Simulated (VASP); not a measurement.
# TaN (P6_3mc) in VASP: single point with PBE

Aim: the single point of TaN with PBE.

Program: VASP 6.6.1. These are calculated values, not measurements. Logs are shortened: lines on timing, memory, paths and dates and some standing lists are left out, and cuts for length are marked.

**1. The cell of the first run**

The structure is hexagonal, space group P6_3mc (No. 186). The conventional cell has a = 3.152 Å, b = 3.152 Å, c = 6.105 Å, α = 90.00°, β = 90.00°, γ = 120.00°. Within 2.6 Å of Ta (site symmetry 3m) lie 4 N at 1.98 to 2.11 Å. Within 2.6 Å of N (site symmetry 3m) lie 4 Ta at 1.98 to 2.11 Å.

**2. Single point, PBE**

Contents of INCAR:

```
SYSTEM = TaN
PREC = Accurate
ENCUT = 700
EDIFF = 1E-6
ISMEAR = 0
SIGMA = 0.1
LREAL = .False.
LASPH = .True.
NELM = 120
ALGO = Normal
ISIF = 2
LWAVE = .False.
LCHARG = .False.
GGA = PE
NBANDS = 26
GGA_COMPAT = .False.
```

Contents of KPOINTS:

```
Automatic mesh
0
Gamma
  18 18 8
  0 0 0
```

Contents of POSCAR:

```
TaN
1.0
    3.1518935789      0.0000000000      0.0000000000
   -1.5759467895      2.7296199094      0.0000000000
    0.0000000000      0.0000000000      6.1049966558
Ta N
2 2
Direct
    0.3333333333      0.6666666667      0.0305474063
    0.6666666667      0.3333333333      0.5305474063
    0.3333333333      0.6666666667      0.3544525837
    0.6666666667      0.3333333333      0.8544525837
```

Potentials or basis: VASP PAW PBE potentials, release 64 (Ta_sv_GW, N).

On the command line:

```sh
cat potpaw_PBE.64/Ta_sv_GW/POTCAR potpaw_PBE.64/N/POTCAR > POTCAR
mpirun -np 1 vasp_std > vasp.out
```

OUTCAR:

```text
SYSTEM = TaN
   PREC = Accurate
   ENCUT = 700
   EDIFF = 1E-6
   ISMEAR = 0
   LREAL = .False.
   LASPH = .True.
   NELM = 120
   ISIF = 2
   GGA = PE

 ion  position               nearest neighbor table
   1  0.333  0.667  0.031-   3 1.98   4 2.11   4 2.11   4 2.11
   2  0.667  0.333  0.531-   4 1.98   3 2.11   3 2.11   3 2.11
   3  0.333  0.667  0.354-   1 1.98   2 2.11   2 2.11   2 2.11
   4  0.667  0.333  0.854-   2 1.98   1 2.11   1 2.11   1 2.11

  LATTYP: Found a hexagonal cell.
 ALAT       =     3.1518935789
 C/A-ratio  =     1.9369298179

  Lattice vectors:

 A1 = (   3.1518935789,   0.0000000000,   0.0000000000)
 A2 = (  -1.5759467895,   2.7296199094,   0.0000000000)
 A3 = (   0.0000000000,   0.0000000000,   6.1049966558)

Analysis of symmetry for initial positions (statically):
=====================================================================
 Subroutine PRICEL returns:
 Original cell was already a primitive cell.

 Routine SETGRP: Setting up the symmetry group for a
 hexagonal supercell.

 Subroutine GETGRP returns: Found 12 space group operations
 (whereof  6 operations were pure point group operations)
 out of a pool of 24 trial point group operations.

The static configuration has the point symmetry C_3v.
 The point group associated with its full space group is C_6v.

Analysis of symmetry for dynamics (positions and initial velocities):
=====================================================================
 Subroutine PRICEL returns:
 Original cell was already a primitive cell.

 Routine SETGRP: Setting up the symmetry group for a
 hexagonal supercell.

 Subroutine GETGRP returns: Found 12 space group operations
 (whereof  6 operations were pure point group operations)
 out of a pool of 24 trial point group operations.

The dynamic configuration has the point symmetry C_3v.
 The point group associated with its full space group is C_6v.

 Subroutine INISYM returns: Found 12 space group operations
 (whereof  6 operations are pure point group operations),
 and found     1 'primitive' translations

----------------------------------------------------------------------------------------

                                     Primitive cell

  volume of cell :      52.5242

  direct lattice vectors                    reciprocal lattice vectors
     3.151893579  0.000000000  0.000000000     0.317269595  0.183175686  0.000000000
    -1.575946789  2.729619909  0.000000000     0.000000000  0.366351372  0.000000000
     0.000000000  0.000000000  6.104996656     0.000000000  0.000000000  0.163800254

  length of vectors
     3.151893579  3.151893579  6.104996656     0.366351372  0.366351372  0.163800254

  position of ions in fractional coordinates (direct lattice)
     0.333333333  0.666666667  0.030547406
     0.666666667  0.333333333  0.530547406
     0.333333333  0.666666667  0.354452584
     0.666666667  0.333333333  0.854452584

  ion indices of the primitive-cell ions
   primitive index   ion index
                 1           1
                 2           2
                 3           3
                 4           4

----------------------------------------------------------------------------------------

 KPOINTS: Automatic mesh

Automatic generation of k-mesh.
 Grid dimensions read from file:
 generate k-points for:   18   18    8

 Generating k-lattice:

  Cartesian coordinates                     Fractional coordinates (reciprocal lattice)
     0.017626089  0.010176427  0.000000000     0.055555556  0.000000000  0.000000000
     0.000000000  0.020352854  0.000000000     0.000000000  0.055555556  0.000000000
     0.000000000  0.000000000  0.020475032     0.000000000  0.000000000  0.125000000

  Length of vectors
     0.020352854  0.020352854  0.020475032

  Shift w.r.t. Gamma in fractional coordinates (k-lattice)
     0.000000000  0.000000000  0.000000000

 Subroutine IBZKPT returns following result:
 ===========================================

 Found    185 irreducible k-points:

 Following reciprocal coordinates:
            Coordinates               Weight
  0.000000  0.000000  0.000000      1.000000
  0.055556 -0.000000  0.000000      6.000000
  0.111111 -0.000000  0.000000      6.000000
  0.166667  0.000000  0.000000      6.000000
  0.222222 -0.000000  0.000000      6.000000
  0.277778  0.000000  0.000000      6.000000
[... 16 lines left out ...]
  0.333333  0.111111  0.000000     12.000000
  0.388889  0.111111  0.000000     12.000000
 [... further k-points ...]
   k-points           NKPTS =    185   k-points in BZ     NKDIM =    185   number of bands    NBANDS=     26
   number of dos      NEDOS =    301   number of ions     NIONS =      4
   total plane-waves  NPLWV =  42336
   dimension x,y,z NGX =    28 NGY =   28 NGZ =   54
   dimension x,y,z NGXF=    56 NGYF=   56 NGZF=  108
   ions per type =               2   2
   NGX,Y,Z   is equivalent  to a cutoff of  14.77, 14.77, 14.70 a.u.
   NGXF,Y,Z  is equivalent  to a cutoff of  29.54, 29.54, 29.41 a.u.
 SYSTEM =  TaN
   PREC   = accura    normal or accurate (medium, high low for compatibility)
   ISTART =      0    job   : 0-new  1-cont  2-samecut
   ICHARG =      2    charge: 1-file 2-atom 10-const
   ISPIN  =      1    spin polarized calculation?
   LNONCOLLINEAR =      F non collinear calculations
   LSORBIT =      F    spin-orbit coupling
   LASPH  =      T    aspherical Exc in radial PAW
   ENCUT  =  700.0 eV  51.45 Ry    7.17 a.u.   6.80  6.80 13.17*2*pi/ulx,y,z
   NELM   =    120;   NELMIN=  2; NELMDL= -5     # of ELM steps
   EDIFF  = 0.1E-05   stopping-criterion for ELM
   LREAL  =      F    real-space projection
   EDIFFG = 0.1E-04   stopping-criterion for IOM
   NSW    =      0    number of steps for IOM
   IBRION =     -1    ionic relax: 0-MD 1-quasi-New 2-CG
   NFREE  =      0    steps in history (QN), initial steepest desc. (CG)
   ISIF   =      2    stress and relaxation
   ISYM   =      2    0-nonsym 1-usesym 2-fastsym
   POTIM  = 0.5000    time-step for ionic-motion
   TEBEG  =    0.0;   TEEND  =   0.0 temperature during run
   PSTRESS=    0.0 pullay stress
   NELECT =      36.0000    total number of electrons
   NUPDOWN=      -1.0000    fix difference up-down
   EMIN   =  10.00;   EMAX   =-10.00  energy-range for DOS
   EFERMI =   0.00;   METHOD = LEGACY
   ISMEAR =     0;   SIGMA  =   0.10  broadening in eV -4-tet -1-fermi 0-gaus
   EFERMI_NEDOS =   21; number of points for ismear=-14 and -15
   IALGO  =     38    algorithm
   IMIX   =      4    mixing-type and parameters
     AMIX     =   0.40;   BMIX     =  1.00
     AMIX_MAG =   1.60;   BMIX_MAG =  1.00
  volume/ion in A,a.u.               =      13.13        88.61
  Fermi-wavevector in a.u.,A,eV,Ry     =   1.443409  2.727647 28.346763  2.083428
  Thomas-Fermi vector in A             =   2.561820
   LORBIT       =      0    0 simple, 1 ext, 2 COOP (PROOUT), +10 PAW based schemes
   GGA     = PE    functional components
   LHFCALC =     F    Hartree Fock is set to
   AEXX    =    0.0000 exact exchange contribution
   IVDW    =     0    specifies the selected vdW correction
   LEPSILON=     F    determine dielectric tensor
   LRPA    =     F    only Hartree local field effects (RPA)
 non-spin polarized calculation
 Gauss-broadening in eV      SIGMA  =   0.10
  energy-cutoff  :      700.00
  volume of cell :       52.52
 maximum number of plane-waves:      2236
 NGX is ok and might be reduce to    28
   NGX = 13   NGY = 13   NGZ = 27

 number of electron      36.0000002 magnetization

 Free energy of the ion-electron system (eV)
  ---------------------------------------------------
  ext. energy  EPLUGINS =         0.00000000
  ---------------------------------------------------
  free energy    TOTEN  =       -48.42452610 eV

  energy without entropy =      -48.42072138  energy(sigma->0) =      -48.42262374

 E-fermi :   9.8878     XC(G=0): -12.3791

 val. band max:        9.8408565851   @ k =   0.3333   0.2778   0.1250
 cond. band min:       9.8933237755   @ k =   0.0556  -0.0000   0.3750
 fundamental gap:      0.0524671904
 Fermi energy:         9.8877919900

 k-point     1 :       0.0000    0.0000    0.0000
  band No.  band energies     occupation
      1     -58.9166      2.00000
      2     -58.9069      2.00000
      3     -25.7207      2.00000
      4     -25.3940      2.00000
      5     -25.1515      2.00000
      6     -25.1515      2.00000
[... 18 lines left out ...]
     25      14.9620      0.00000
     26      16.3654      0.00000

 k-point     2 :       0.0556   -0.0000    0.0000
  band No.  band energies     occupation
      1     -58.9157      2.00000
      2     -58.9061      2.00000
      3     -25.7161      2.00000
      4     -25.3936      2.00000
      5     -25.1677      2.00000
      6     -25.1556      2.00000
[... 18 lines left out ...]
     25      15.1698      0.00000
     26      16.1404      0.00000

 k-point     3 :       0.1111   -0.0000    0.0000
  band No.  band energies     occupation
      1     -58.9129      2.00000
      2     -58.9037      2.00000
      3     -25.7028      2.00000
      4     -25.3926      2.00000
      5     -25.2142      2.00000
      6     -25.1891      2.00000
[... 18 lines left out ...]
     25      15.7263      0.00000
     26      15.8568      0.00000

 k-point     4 :       0.1667    0.0000    0.0000
  band No.  band energies     occupation
      1     -58.9086      2.00000
      2     -58.9001      2.00000
      3     -25.6819      2.00000
      4     -25.3918      2.00000
      5     -25.2846      2.00000
      6     -25.2616      2.00000
[... 18 lines left out ...]
     25      15.6016      0.00000
     26      16.5093      0.00000
[... 496 lines left out ...]
      1     -58.8907      2.00000
      2     -58.8855      2.00000
      3     -25.6054      2.00000
      4     -25.5350      2.00000
      5     -25.5100      2.00000
      6     -25.3976      2.00000
[... 18 lines left out ...]
     25      15.4962      0.00000
     26      16.2205      0.00000

 k-point    23 :       0.3333    0.1111    0.0000
  band No.  band energies     occupation
      1     -58.8864      2.00000
      2     -58.8823      2.00000
      3     -25.6266      2.00000
      4     -25.5884      2.00000
      5     -25.5235      2.00000
      6     -25.4051      2.00000
[... 18 lines left out ...]
     25      15.5573      0.00000
     26      15.7380      0.00000

 k-point    24 :       0.3889    0.1111    0.0000
  band No.  band energies     occupation
      1     -58.8835      2.00000
      2     -58.8803      2.00000
      3     -25.6576      2.00000
      4     -25.6233      2.00000
      5     -25.5113      2.00000
      6     -25.4131      2.00000
[... 18 lines left out ...]
     25      15.0712      0.00000
     26      15.8269      0.00000

 [... further k-points ...]

------------------------ aborting loop because EDIFF is reached ----------------------------------------

  FORCE on cell =-STRESS in cart. coord.  units (eV):
  Direction    XX          YY          ZZ          XY          YZ          ZX
  --------------------------------------------------------------------------------------
  -------------------------------------------------------------------------------------
  Total       -0.0442406     -0.0442406      0.0391745      0.0000000      0.0000000      0.0000000
  in kB       -1.3494973     -1.3494973      1.1949628      0.0000000      0.0000000      0.0000000
  external PRESSURE =      -0.5013439 kB  Pullay stress =       0.0000000 kB

 VOLUME and BASIS-vectors are now :
 -----------------------------------------------------------------------------
  energy-cutoff  :      700.00
  volume of cell :       52.52
      direct lattice vectors                 reciprocal lattice vectors
     3.151893579  0.000000000  0.000000000     0.317269595  0.183175686  0.000000000
    -1.575946789  2.729619909  0.000000000     0.000000000  0.366351372  0.000000000
     0.000000000  0.000000000  6.104996656     0.000000000  0.000000000  0.163800254

 POSITION                                       TOTAL-FORCE (eV/Angst)
 -----------------------------------------------------------------------------------
     -0.00000      1.81975      0.18649         0.000000     -0.000000     -0.010817
      1.57595      0.90987      3.23899        -0.000000      0.000000     -0.010817
     -0.00000      1.81975      2.16393        -0.000000      0.000000      0.010817
      1.57595      0.90987      5.21643         0.000000     -0.000000      0.010817
 -----------------------------------------------------------------------------------
    total drift:                               -0.000001      0.000000     -0.000004

  FREE ENERGIE OF THE ION-ELECTRON SYSTEM (eV)
  ---------------------------------------------------
  free  energy   TOTEN  =       -48.4245260995 eV

  energy  without entropy=      -48.4207213767  energy(sigma->0) =      -48.42262374
```

It took 6 min on 1 thread of Intel Xeon 6975P-C (Granite Rapids), shared host; peak memory 0.46 GiB.

Results:

```
Free energy            : -48.4245 eV
Pressure               : -0.1 GPa
Largest force          : 0.011 eV/Å
Band gap on the k mesh : zero (bands 18 and 19 overlap by 0.41 eV)
```

Forces on the atoms (eV/Å):
```
Ta   0.000  0.000 -0.011
Ta   0.000  0.000 -0.011
N    0.000  0.000  0.011
N    0.000  0.000  0.011
```

Stress tensor (GPa, compression positive):
```
-0.13  0.00  0.00
 0.00 -0.13  0.00
 0.00  0.00  0.12
```

Caveat: spin-orbit coupling is left out, which moves the levels of the heavy elements.

The gap in the log of VASP goes by the Fermi energy; the results here count the filled bands.